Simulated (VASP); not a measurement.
# BaTiO3 (Amm2) in VASP: notebook, part 2 of 2

VASP 6.6.1.

**3. Single point, PBE**

This run uses another cell than the first one, of 13.64 Å³/atom.

Contents of INCAR:

```
  PREC = Accurate
  ENCUT = 520
  EDIFF = 1E-6
  ISMEAR = -1
  SIGMA = 0.05
  LREAL = False
  LASPH = True
  NELM = 100
  ALGO = Normal
  ISIF = 2
  LWAVE = False
  LCHARG = False
  GGA = PE
  NBANDS = 28
```

Contents of KPOINTS:

```
regular mesh
0
Gamma
  7 7 7
```

Contents of POSCAR:

```
BaTiO3
1.0
    4.0636669038      0.0000000000      0.0000000000
    0.0000000000      2.8925396159      2.9009514217
    0.0000000000     -2.8925396159      2.9009514217
Ba Ti O
1 1 3
Direct
    0.0000000000      0.0000000000      0.0000000000
    0.5000000000      0.5124000000      0.5124000000
    0.5000000000      0.9918400000      0.5052400000
    0.5000000000      0.5052400000      0.9918400000
    0.0000000000      0.4874000000      0.4874000000
```

Potentials or basis: VASP PAW PBE potentials, release 64 (Ba_sv, Ti_sv, O).

Run with:

```console
cat potpaw_PBE.64/Ba_sv/POTCAR potpaw_PBE.64/Ti_sv/POTCAR potpaw_PBE.64/O/POTCAR > POTCAR
mpirun -np 1 vasp_std > vasp.out
```

OUTCAR:

```text
PREC = Accurate
   ENCUT = 520
   EDIFF = 1E-6
   ISMEAR = -1
   LREAL = False
   LASPH = True
   NELM = 100
   ISIF = 2
   GGA = PE

 ion  position               nearest neighbor table
   1  0.000  0.000  0.000-   5 2.83   4 2.87   3 2.87   3 2.87   4 2.87   5 2.89   5 2.89   4 2.90
                             3 2.90   3 2.90   4 2.90   5 2.97   2 3.48   2 3.48   2 3.54   2 3.54
   2  0.500  0.512  0.512-   3 1.96   4 1.96   5 2.04   5 2.04   3 2.13   4 2.13   1 3.48   1 3.48
                             1 3.54   1 3.54   1 3.54   1 3.54   1 3.60   1 3.60
   3  0.500  0.992  0.505-   2 1.96   2 2.13   1 2.87   1 2.87   1 2.90   1 2.90
   4  0.500  0.505  0.992-   2 1.96   2 2.13   1 2.87   1 2.87   1 2.90   1 2.90
   5  0.000  0.487  0.487-   2 2.04   2 2.04   1 2.83   1 2.89   1 2.89   1 2.97

  LATTYP: Found a base centered orthorhombic cell.
 ALAT       =     5.7850792318
 B/A-ratio  =     1.0029081039
 C/A-ratio  =     0.7024392823

  Lattice vectors:

 A1 = (   0.0000000000,   2.8925396159,  -2.9009514217)
 A2 = (   0.0000000000,   2.8925396159,   2.9009514217)
 A3 = (   4.0636669038,   0.0000000000,   0.0000000000)

Analysis of symmetry for initial positions (statically):
[... 176 lines left out ...]

  energy without entropy =      -39.96013612  energy(sigma->0) =      -39.96013612

 E-fermi :   4.2576     XC(G=0): -10.9332

 val. band max:        3.3052859515   @ k =   0.4286   0.4286   0.4286
 cond. band min:       5.0997832778   @ k =   0.0000   0.0000   0.0000
 fundamental gap:      1.7944973263
 Fermi energy:         4.2576324802

 k-point     1 :       0.0000    0.0000    0.0000
  band No.  band energies     occupation
      1     -53.4393      2.00000
      2     -29.6350      2.00000
      3     -29.6346      2.00000
      4     -29.6209      2.00000
      5     -21.6089      2.00000
      6     -13.3752      2.00000
[... 733 lines left out ...]
     27      11.3172      0.00000
     28      11.4910      0.00000

 [... further k-points ...]
[... 5 lines left out ...]
  --------------------------------------------------------------------------------------
  -------------------------------------------------------------------------------------
  Total       -2.1136621     -2.0625006     -2.2977269      0.0000000      0.0000000      0.0000000
  in kB      -49.6567489    -48.4547991    -53.9810240      0.0000000      0.0000000      0.0000000
  external PRESSURE =     -50.6975240 kB  Pullay stress =       0.0000000 kB

 VOLUME and BASIS-vectors are now :
 -----------------------------------------------------------------------------
  energy-cutoff  :      520.00
  volume of cell :       68.20
      direct lattice vectors                 reciprocal lattice vectors
     4.063666904  0.000000000  0.000000000     0.246083162  0.000000000  0.000000000
     0.000000000  2.892539616  2.900951422     0.000000000  0.172858480  0.172357247
     0.000000000 -2.892539616  2.900951422     0.000000000 -0.172858480  0.172357247

 POSITION                                       TOTAL-FORCE (eV/Angst)
 -----------------------------------------------------------------------------------
      0.00000      0.00000      0.00000         0.000000     -0.000000      0.144325
      2.03183      0.00000      2.97290         0.000000     -0.000000      0.424983
      2.03183      1.40751      4.34296         0.000000     -0.168322     -0.403544
      2.03183     -1.40751      4.34296         0.000000      0.168322     -0.403544
      0.00000      0.00000      2.82785         0.000000     -0.000000      0.237779
 -----------------------------------------------------------------------------------
    total drift:                                0.000000      0.000001      0.000972

  FREE ENERGIE OF THE ION-ELECTRON SYSTEM (eV)
  ---------------------------------------------------
  free  energy   TOTEN  =       -39.9601361248 eV

  energy  without entropy=      -39.9601361231  energy(sigma->0) =      -39.96013612
```

stdout:

```text
POSCAR found type information on POSCAR BaTiO
 POSCAR found :  3 types and       5 ions
 scaLAPACK will be used
 LDA part: xc-table for (Slater+PW92), standard interpolation
 POSCAR, INCAR and KPOINTS ok, starting setup
 FFT: planning ... GRIDC
 FFT: planning ... GRID_SOFT
 FFT: planning ... GRID
 WAVECAR not read
 entering main loop
```

Wall time 3.7 min (1 thread of Intel Xeon 8259CL, shared host); peak memory 0.26 GiB.

Results:

```
Free energy            : -39.9601 eV
Pressure               : -5.1 GPa
Largest force          : 0.437 eV/Å
Band gap on the k mesh : 1.79 eV (least direct gap 1.98 eV)
```

Forces on the atoms (eV/Å):
```
Ba   0.000  0.000  0.144
Ti   0.000  0.000  0.425
O    0.000 -0.168 -0.404
O    0.000  0.168 -0.404
O    0.000  0.000  0.238
```

Stress tensor (GPa, compression positive):
```
-4.97  0.00  0.00
 0.00 -4.85  0.00
 0.00  0.00 -5.40
```

Levels at points of the mesh, in eV from the valence-band top:
| k point | band 18 | band 19 | band 20 | band 21 | band 22 | band 23 |
| --- | --- | --- | --- | --- | --- | --- |
| (0.00, 0.00, 0.00) | -0.32 | -0.23 | -0.19 | 1.79 | 1.85 | 1.99 |

Caveat: the cell stands under tension; spin-orbit coupling is left out, which moves the levels of the heavy elements; an odd mesh through Γ misses points on the zone boundary, where band edges can lie.

**4. Single point, PBE**

This run uses another cell than the first one, of 12.87 Å³/atom.

Contents of INCAR:

```
SYSTEM = BaTiO3
ALGO = Normal
EDIFF = 1E-6
ENCUT = 910
GGA = PE
GGA_COMPAT = .FALSE.
ISIF = 2
ISMEAR = -1
LASPH = .TRUE.
LCHARG = .FALSE.
LREAL = .FALSE.
LWAVE = .FALSE.
NBANDS = 28
NELM = 120
PREC = Accurate
SIGMA = 0.05
```

Contents of KPOINTS:

```
k-points
0
G
  7 7 7
  0 0 0
```

POSCAR, as its differences from that of step 3:

```diff
@@ -2,5 +2,5 @@
 1.0
-    4.0636669038      0.0000000000      0.0000000000
-    0.0000000000      2.8925396159      2.9009514217
-    0.0000000000     -2.8925396159      2.9009514217
+    3.9855000000      0.0000000000      0.0000000000
+    0.0000000000      2.8369000000      2.8451500000
+    0.0000000000     -2.8369000000      2.8451500000
 Ba Ti O
```

Potentials or basis: VASP PAW PBE potentials, release 64 (Ba_sv, Ti_sv, O_h).

Run with:

```console
cat potpaw_PBE.64/Ba_sv/POTCAR potpaw_PBE.64/Ti_sv/POTCAR potpaw_PBE.64/O_h/POTCAR > POTCAR
mpirun -np 1 vasp_std > vasp.out
```

Run time: 2.9 min. Hardware: 1 thread of Intel Xeon Platinum 8488C (Sapphire Rapids), shared host; peak memory 0.42 GiB.

The run converged. Its results:

```yaml
Free_energy: -39.9983 eV
Pressure: 3.8 GPa
Largest_force: 0.267 eV/Å
Band_gap_on_the_k_mesh: 1.93 eV (least direct gap 2.06 eV)
```

Forces on the atoms (eV/Å):
```
Ba   0.000  0.000  0.153
Ti   0.000  0.000  0.162
O    0.000  0.020 -0.266
O    0.000 -0.020 -0.266
O    0.000  0.000  0.217
```

Stress tensor (GPa, compression positive):
```
3.89 0.00 0.00
0.00 4.00 0.00
0.00 0.00 3.36
```

Levels at points of the mesh, in eV from the valence-band top:
```csv
k point,band 17,band 18,band 19,band 20,band 21,band 22,band 23,band 24
"(0.00, 0.00, 0.00)",-1.02,-0.28,-0.18,-0.14,1.93,1.99,2.14,4.09
```

Caveat: the cutoff is under 1.25 times the usual one of these potentials, so pressure, stress and relaxed cells hold a basis-set (Pulay) error; the cell stands under pressure; spin-orbit coupling is left out, which moves the levels of the heavy elements; an odd mesh through Γ misses points on the zone boundary, where band edges can lie.

**5. Single point, PBEsol+U**

This run uses another cell than the first one, of 12.87 Å³/atom.

Contents of INCAR:

```
  PREC = Accurate
  ENCUT = 910
  EDIFF = 1E-6
  ISMEAR = -1
  SIGMA = 0.05
  LREAL = False
  LASPH = True
  NELM = 200
  ALGO = Normal
  ISIF = 2
  LWAVE = False
  LCHARG = True
  LMAXMIX = 4
  LDAU = True
  LDAUTYPE = 2
  LDAUL = -1 2 -1
  LDAUU = 0 6 0
  LDAUJ = 0 0 0
  LDAUPRINT = 1
  GGA = PS
  LELF = True
  LVHAR = True
  NBANDS = 28
  GGA_COMPAT = False
```

Contents of KPOINTS:

```
regular mesh
0
Gamma
  7 7 7
```

POSCAR is that of step 4.

Run with:

```console
cat potpaw_PBE.64/Ba_sv/POTCAR potpaw_PBE.64/Ti_sv/POTCAR potpaw_PBE.64/O_h/POTCAR > POTCAR
mpirun -np 1 vasp_std > vasp.out
```

Run time: 3.3 min. Hardware: 1 thread of Intel Xeon Platinum 8259CL at 2.50GHz (Skylake/Cascade Lake), shared host; peak memory 0.42 GiB.

Results (log left out):

| Property | Result |
| --- | --- |
| Free energy | -38.0012 eV |
| Pressure | 2.6 GPa |
| Largest force | 0.708 eV/Å |
| Band gap on the k mesh | 2.60 eV (least direct gap 2.78 eV) |

Forces on the atoms (eV/Å):
```
Ba   0.000  0.000  0.175
Ti   0.000  0.000 -0.708
O    0.000  0.384  0.146
O    0.000 -0.384  0.146
O    0.000  0.000  0.240
```

Stress tensor (GPa, compression positive):
```
2.65 0.00 0.00
0.00 2.86 0.00
0.00 0.00 2.16
```

Levels at points of the mesh, in eV from the valence-band top:
| k point | band 16 | band 17 | band 18 | band 19 | band 20 | band 21 | band 22 | band 23 | band 24 | band 25 |
| --- | --- | --- | --- | --- | --- | --- | --- | --- | --- | --- |
| (0.00, 0.00, 0.00) | -1.10 | -1.06 | -0.28 | -0.22 | -0.18 | 2.60 | 2.64 | 2.76 | 4.18 | 4.24 |

Eigenvalues of the final occupation matrices:
```tsv
site	spin	trace	eigenvalues
site 2 d	1	0.76	0.10 0.10 0.10 0.23 0.24
site 2 d	2	0.76	0.10 0.10 0.10 0.23 0.24
```

Caveat: the cutoff is under 1.25 times the usual one of these potentials, so pressure, stress and relaxed cells hold a basis-set (Pulay) error; the PAW data sets were made with another functional, which shifts forces and pressure a little; spin-orbit coupling is left out, which moves the levels of the heavy elements; an odd mesh through Γ misses points on the zone boundary, where band edges can lie.

**6. Summary**

| level | potentials or basis | U | cell | cutoff (eV) | gap on the mesh (eV) | pressure (GPa) | largest force (eV/Å) |
| --- | --- | --- | --- | --- | --- | --- | --- |
| PBE | VASP PAW PBE potentials, release 64 (Ba_sv, Ti_sv, O) | - | a = 4.038, b = 4.071, c = 4.071 Å, angles 89.8, 90.0, 90.0°, 5 atoms | 520 | 1.84 | -2.3 | 0.37 |
| PBE | VASP PAW PBE potentials, release 64 (Ba_sv, Ti_sv, O) | - | a = 4.064, b = 4.097, c = 4.097 Å, angles 89.8, 90.0, 90.0°, 5 atoms | 520 | 1.79 | -5.1 | 0.44 |
| PBE | VASP PAW PBE potentials, release 64 (Ba_sv, Ti_sv, O_h) | - | a = 3.986, b = 4.018, c = 4.018 Å, angles 89.8, 90.0, 90.0°, 5 atoms | 910 | 1.93 | 3.8 | 0.27 |
| PBEsol+U | VASP PAW PBE potentials, release 64 (Ba_sv, Ti_sv, O_h) | Ti d U = 6.0 eV | a = 3.986, b = 4.018, c = 4.018 Å, angles 89.8, 90.0, 90.0°, 5 atoms | 910 | 2.60 | 2.6 | 0.71 |

Alike in all rows: task single point; no spin polarisation; k mesh 7 × 7 × 7; smearing fermi-dirac 0.05 eV.

Caveats: spin-orbit coupling is left out, which moves the levels of the heavy elements; an odd mesh through Γ misses points on the zone boundary, where band edges can lie; the cutoff is under 1.25 times the usual one of these potentials, so pressure, stress and relaxed cells hold a basis-set (Pulay) error (at least some runs); the cell stands under tension (at least some runs); the cell stands under pressure (at least some runs); the PAW data sets were made with another functional, which shifts forces and pressure a little (at least some runs).

Total energies depend on the potentials used, so only differences within one code and one set of settings carry meaning.
